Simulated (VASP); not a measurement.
# Ca (Im-3m) in VASP: further runs, part 2 of 2

VASP 6.6.1. Earlier steps stand in the parts before.

### Step 3. Relaxation of cell and atoms, PBE

This run uses another cell than the first one, of 44.96 Å³/atom.

Input file INCAR:

```
SYSTEM = Ca
PREC     = Accurate       ! precision mode
ENCUT    = 600            ! plane-wave cutoff, eV
EDIFF    = 1E-6           ! SCF threshold, eV
ISMEAR   = 0              ! smearing method
SIGMA    = 0.1            ! smearing width, eV
LREAL    = .FALSE.        ! projectors in reciprocal space
LASPH    = .TRUE.         ! aspherical terms in the spheres
NELM     = 100            ! most SCF steps
ALGO     = Normal         ! electronic algorithm
ISIF     = 3              ! what is computed and relaxed
LWAVE    = .FALSE.        ! write WAVECAR
LCHARG   = .FALSE.        ! write CHGCAR
GGA      = PE             ! functional
IBRION   = 2              ! ionic algorithm
NSW      = 90             ! ionic steps
EDIFFG   = -0.02          ! ionic threshold
```

Input file KPOINTS:

```
Automatic mesh
0
G
  12 12 12
  0 0 0
```

Input file POSCAR:

```
Ca
1.0
   -2.2400000000      2.2400000000      2.2400000000
    2.2400000000     -2.2400000000      2.2400000000
    2.2400000000      2.2400000000     -2.2400000000
Ca
1
Direct
    0.0000000000      0.0000000000      0.0000000000
```

Potentials or basis: VASP PAW PBE potentials, release 64 (Ca_sv).

Launch:

```bash
> cat potpaw_PBE.64/Ca_sv/POTCAR > POTCAR
> mpirun -np 1 vasp_std > vasp.out
```

OUTCAR:

```text
SYSTEM = Ca
   PREC = Accurate
   ENCUT = 600
   EDIFF = 1E-6
   ISMEAR = 0
   LREAL = .FALSE.
   LASPH = .TRUE.
   NELM = 100
   ISIF = 3
   GGA = PE
   IBRION = 2
   NSW = 90
   EDIFFG = -0.02

 ion  position               nearest neighbor table
   1  0.000  0.000  0.000-

  LATTYP: Found a body centered cubic cell.
 ALAT       =     4.4800000000

  Lattice vectors:

 A1 = (  -2.2400000000,   2.2400000000,   2.2400000000)
 A2 = (   2.2400000000,  -2.2400000000,   2.2400000000)
 A3 = (   2.2400000000,   2.2400000000,  -2.2400000000)

Analysis of symmetry for initial positions (statically):
=====================================================================
 Subroutine PRICEL returns:
 Original cell was already a primitive cell.

 Routine SETGRP: Setting up the symmetry group for a
 body centered cubic supercell.

 Subroutine GETGRP returns: Found 48 space group operations
 (whereof 48 operations were pure point group operations)
 out of a pool of 48 trial point group operations.

The static configuration has the point symmetry O_h .

Analysis of symmetry for dynamics (positions and initial velocities):
=====================================================================
 Subroutine PRICEL returns:
 Original cell was already a primitive cell.

 Routine SETGRP: Setting up the symmetry group for a
 body centered cubic supercell.

 Subroutine GETGRP returns: Found 48 space group operations
 (whereof 48 operations were pure point group operations)
 out of a pool of 48 trial point group operations.

The dynamic configuration has the point symmetry O_h .

 Subroutine INISYM returns: Found 48 space group operations
 (whereof 48 operations are pure point group operations),
 and found     1 'primitive' translations

----------------------------------------------------------------------------------------

                                     Primitive cell

  volume of cell :      44.9577

  direct lattice vectors                    reciprocal lattice vectors
    -2.240000000  2.240000000  2.240000000     0.000000000  0.223214286  0.223214286
     2.240000000 -2.240000000  2.240000000     0.223214286  0.000000000  0.223214286
     2.240000000  2.240000000 -2.240000000     0.223214286  0.223214286  0.000000000

  length of vectors
     3.879793809  3.879793809  3.879793809     0.315672670  0.315672670  0.315672670

  position of ions in fractional coordinates (direct lattice)
     0.000000000  0.000000000  0.000000000

  ion indices of the primitive-cell ions
   primitive index   ion index
                 1           1

----------------------------------------------------------------------------------------

 KPOINTS: Automatic mesh

Automatic generation of k-mesh.
 Grid dimensions read from file:
 generate k-points for:   12   12   12

 Generating k-lattice:

[... 44 lines left out ...]
   number of dos      NEDOS =    301   number of ions     NIONS =      1
   total plane-waves  NPLWV =  32768
   dimension x,y,z NGX =    32 NGY =   32 NGZ =   32
   dimension x,y,z NGXF=    64 NGYF=   64 NGZF=   64
   ions per type =               1
   NGX,Y,Z   is equivalent  to a cutoff of  13.71, 13.71, 13.71 a.u.
   NGXF,Y,Z  is equivalent  to a cutoff of  27.42, 27.42, 27.42 a.u.
 SYSTEM =  Ca
   PREC   = accura    normal or accurate (medium, high low for compatibility)
   ISTART =      0    job   : 0-new  1-cont  2-samecut
   ICHARG =      2    charge: 1-file 2-atom 10-const
   ISPIN  =      1    spin polarized calculation?
   LNONCOLLINEAR =      F non collinear calculations
   LSORBIT =      F    spin-orbit coupling
   LASPH  =      T    aspherical Exc in radial PAW
   ENCUT  =  600.0 eV  44.10 Ry    6.64 a.u.   7.75  7.75  7.75*2*pi/ulx,y,z
   NELM   =    100;   NELMIN=  2; NELMDL= -5     # of ELM steps
   EDIFF  = 0.1E-05   stopping-criterion for ELM
   LREAL  =      F    real-space projection
   EDIFFG = -.2E-01   stopping-criterion for IOM
   NSW    =     90    number of steps for IOM
   IBRION =      2    ionic relax: 0-MD 1-quasi-New 2-CG
   NFREE  =      1    steps in history (QN), initial steepest desc. (CG)
   ISIF   =      3    stress and relaxation
   ISYM   =      2    0-nonsym 1-usesym 2-fastsym
   POTIM  = 0.5000    time-step for ionic-motion
   TEBEG  =    0.0;   TEEND  =   0.0 temperature during run
   PSTRESS=    0.0 pullay stress
   NELECT =      10.0000    total number of electrons
   NUPDOWN=      -1.0000    fix difference up-down
   EMIN   =  10.00;   EMAX   =-10.00  energy-range for DOS
   EFERMI =   0.00;   METHOD = LEGACY
   ISMEAR =     0;   SIGMA  =   0.10  broadening in eV -4-tet -1-fermi 0-gaus
   EFERMI_NEDOS =   21; number of points for ismear=-14 and -15
   IALGO  =     38    algorithm
   IMIX   =      4    mixing-type and parameters
     AMIX     =   0.40;   BMIX     =  1.00
     AMIX_MAG =   1.60;   BMIX_MAG =  1.00
  volume/ion in A,a.u.               =      44.96       303.39
  Fermi-wavevector in a.u.,A,eV,Ry     =   0.991913  1.874443 13.386649  0.983891
  Thomas-Fermi vector in A             =   2.123688
   LORBIT       =      0    0 simple, 1 ext, 2 COOP (PROOUT), +10 PAW based schemes
   GGA     = PE    functional components
   LHFCALC =     F    Hartree Fock is set to
   AEXX    =    0.0000 exact exchange contribution
   IVDW    =     0    specifies the selected vdW correction
   LEPSILON=     F    determine dielectric tensor
   LRPA    =     F    only Hartree local field effects (RPA)
 conjugate gradient relaxation of ions
 non-spin polarized calculation
 Gauss-broadening in eV      SIGMA  =   0.10
  energy-cutoff  :      600.00
  volume of cell :       44.96
 maximum number of plane-waves:      1514
   NGX = 15   NGY = 15   NGZ = 15

--------------------------------------- Ionic step        1  -------------------------------------------

 number of electron      10.0000000 magnetization

 Free energy of the ion-electron system (eV)
  ---------------------------------------------------
  ext. energy  EPLUGINS =         0.00000000
  ---------------------------------------------------
  free energy    TOTEN  =        -1.90755483 eV

  energy without entropy =       -1.89847408  energy(sigma->0) =       -1.90301446

------------------------ aborting loop because EDIFF is reached ----------------------------------------

  FORCE on cell =-STRESS in cart. coord.  units (eV):
  Direction    XX          YY          ZZ          XY          YZ          ZX
  --------------------------------------------------------------------------------------
  -------------------------------------------------------------------------------------
  Total       -0.2701015     -0.2701015     -0.2701015      0.0000000      0.0000000      0.0000000
  in kB       -9.6257266     -9.6257266     -9.6257266      0.0000000      0.0000000      0.0000000
  external PRESSURE =      -9.6257266 kB  Pullay stress =       0.0000000 kB
[... 57 lines left out ...]
--------------------------------------- Ionic step        3  -------------------------------------------

 number of electron      10.0000000 magnetization

 Free energy of the ion-electron system (eV)
  ---------------------------------------------------
  ext. energy  EPLUGINS =         0.00000000
  ---------------------------------------------------
  free energy    TOTEN  =        -1.91597629 eV

  energy without entropy =       -1.90662593  energy(sigma->0) =       -1.91130111

 E-fermi :   2.0277     XC(G=0):  -7.7371

 val. band max:        2.0155182171   @ k =   0.5000   0.5000   0.3333
 cond. band min:       2.0299764895   @ k =  -0.4167  -0.4167   0.0833
 fundamental gap:      0.0144582724
 Fermi energy:         2.0277267476

 k-point     1 :       0.0000    0.0000    0.0000
  band No.  band energies     occupation
      1     -40.0463      2.00000
      2     -20.9620      2.00000
      3     -20.9620      2.00000
      4     -20.9620      2.00000
      5      -2.0589      2.00000
      6       4.3082      0.00000
      7       4.3082      0.00000
      8       4.3082      0.00000
      9       5.3629      0.00000
[... 265 lines left out ...]
 k-point    24 :       0.4167    0.0833    0.0833
  band No.  band energies     occupation
      1     -40.0311      2.00000
      2     -21.0928      2.00000
      3     -21.0147      2.00000
      4     -20.9709      2.00000
      5       1.3450      2.00000
      6       2.0092      1.20670
      7       3.1545      0.00000
      8       5.3530      0.00000
      9       5.6486      0.00000

 [... further k-points ...]

------------------------ aborting loop because EDIFF is reached ----------------------------------------

  FORCE on cell =-STRESS in cart. coord.  units (eV):
  Direction    XX          YY          ZZ          XY          YZ          ZX
  --------------------------------------------------------------------------------------
  -------------------------------------------------------------------------------------
  Total        0.0050123      0.0050123      0.0050123      0.0000000     -0.0000000      0.0000000
  in kB        0.1904468      0.1904468      0.1904468      0.0000000     -0.0000000      0.0000000
  external PRESSURE =       0.1904468 kB  Pullay stress =       0.0000000 kB
[... 16 lines left out ...]
  FREE ENERGIE OF THE ION-ELECTRON SYSTEM (eV)
  ---------------------------------------------------
  free  energy   TOTEN  =        -1.9159762905 eV

  energy  without entropy=       -1.9066259344  energy(sigma->0) =       -1.91130111

 reached required accuracy - stopping structural energy minimisation
```

Wall time 48 s (1 thread of Intel Xeon Platinum 8488C (Sapphire Rapids), shared host); peak memory 0.21 GiB.

What came out:

- Free energy: -1.9160 eV
- Relaxed volume: 42.17 Å³/atom
- Relaxed cell: a = 3.798 Å, b = 3.798 Å, c = 3.798 Å, α = 109.47°, β = 109.47°, γ = 109.47°
- Space group after relaxing (to 0.1 Å): Im-3m (No. 229)
- Energy gained by relaxing: 8.4 meV/atom
- Ionic steps: 3
- Pressure after relaxing: 0.0 GPa
- Band gap on the k mesh: zero (bands 5 and 6 overlap by 0.37 eV)

Step by step:
```csv
step,energy change (eV),largest force (eV/Å),pressure (GPa),volume (Å³)
1,0.0000,0.0000,-0.96,44.96
2,-0.0072,0.0000,-0.38,43.22
3,-0.0084,0.0000,0.02,42.17
```

Final structure:
```
Ca
1.0
    -2.19266    2.19266    2.19266
     2.19266   -2.19266    2.19266
     2.19266    2.19266   -2.19266
Ca
1
Direct
  0.00000 0.00000 0.00000
```

Levels at points of the mesh, in eV from the Fermi level:
```tsv
k point	band 2	band 3	band 4	band 5	band 6	band 7	band 8	band 9
(0.00, 0.00, 0.00)	-22.99	-22.99	-22.99	-4.09	2.28	2.28	2.28	3.34
(0.50, 0.00, 0.00)	-23.13	-23.04	-22.99	-0.92	-0.04	1.32	3.24	3.61
(0.50, 0.50, 0.50)	-23.09	-23.09	-23.09	0.03	0.03	3.91	3.91	3.91
```
